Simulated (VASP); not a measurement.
A run of VASP 6.6.1:

Contents of INCAR:

```
ALGO = Normal
EDIFF = 1E-7
ENCUT = 520
GGA = PE
ISIF = 2
ISMEAR = 0
LASPH = True
LCHARG = False
LREAL = False
LWAVE = False
NBANDS = 16
NELM = 80
PREC = Accurate
SIGMA = 0.01
```

The input KPOINTS:

```
k-points
0
Gamma
  4 4 4
```

The input POSCAR:

```
GaAs
1.0
    0.0000000000      2.8330850955      2.8330850955
    2.8330850955      0.0000000000      2.8330850955
    2.8330850955      2.8330850955      0.0000000000
Ga As
1 1
Direct
    0.0000000000      0.0000000000      0.0000000000
    0.2500000000      0.2500000000      0.2500000000
```

Potentials or basis: VASP PAW PBE potentials, release 64 (Ga_d, As).

Run with:

```sh
$ cat potpaw_PBE.64/Ga_d/POTCAR potpaw_PBE.64/As/POTCAR > POTCAR
$ mpirun -np 1 vasp_std > vasp.out
```

Hardware: 1 thread of Intel(R) Xeon(R) Platinum 8559C (Emerald Rapids) (shared host).

Question: How long does it take, and how much memory?

Answer: Run time: 6.5 s on 1 thread of Intel(R) Xeon(R) Platinum 8559C (Emerald Rapids), on a shared host, peak memory 0.16 GiB. Counts: scf iterations 14, k points 8.
